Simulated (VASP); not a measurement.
Here is a VASP 6.6.1 calculation.

The input INCAR:

```
PREC     = Accurate       # precision mode
ENCUT    = 520            # plane-wave cutoff, eV
EDIFF    = 1E-6           # SCF threshold, eV
ISMEAR   = 0              # smearing method
SIGMA    = 0.05           # smearing width, eV
LREAL    = False          # projectors in reciprocal space
LASPH    = True           # aspherical terms in the spheres
NELM     = 80             # most SCF steps
ALGO     = Normal         # electronic algorithm
ISIF     = 2              # what is computed and relaxed
LWAVE    = False          # write WAVECAR
LCHARG   = False          # write CHGCAR
GGA      = PE             # functional
NBANDS   = 44             # bands
```

The input KPOINTS:

```
Automatic mesh
0
Gamma
  4 4 4
```

Contents of POSCAR:

```
CO2
1.0
    6.0975335023      0.0000000000      0.0000000000
    0.0000000000      6.0975335023      0.0000000000
    0.0000000000      0.0000000000      5.4048536964
C O
4 8
Direct
    0.0000000000      0.0000000000      0.0000000000
    0.5000000000      0.0000000000      0.5000000000
    0.5000000000      0.5000000000      0.0000000000
    0.0000000000      0.5000000000      0.5000000000
    0.1114834447      0.1114834447      0.1114834447
    0.3885165553      0.8885165553      0.6114834447
    0.6114834447      0.3885165553      0.8885165553
    0.8885165553      0.6114834447      0.3885165553
    0.8885165553      0.8885165553      0.8885165553
    0.6114834447      0.1114834447      0.3885165553
    0.3885165553      0.6114834447      0.1114834447
    0.1114834447      0.3885165553      0.6114834447
```

Potentials or basis: VASP PAW PBE potentials, release 64 (C, O).

Run with:

```bash
$ cat potpaw_PBE.64/C/POTCAR potpaw_PBE.64/O/POTCAR > POTCAR
$ mpirun -np 1 vasp_std > vasp.out
```

What does it give for the largest force?

4.835 eV/Å.

What does it give for the pressure?

11.7 GPa.

Forces in eV/Å, atoms in the order of the input:
```
C    0.000  0.000  0.000
C    0.000  0.000  0.000
C    0.000  0.000  0.000
C    0.000  0.000  0.000
O    2.900  2.877  2.586
O   -2.900 -2.877  2.586
O    2.900 -2.877 -2.586
O   -2.900  2.877 -2.586
O   -2.900 -2.877 -2.586
O    2.900  2.877 -2.586
O   -2.900  2.877  2.586
O    2.900 -2.877  2.586
```

Caveat: the cell stands under pressure; this functional lacks dispersion, which holds the molecules together, so the pressure and a relaxed volume are unreliable; forces of over 1 eV/Å act on the atoms, so gaps and moduli don't describe the material at rest.
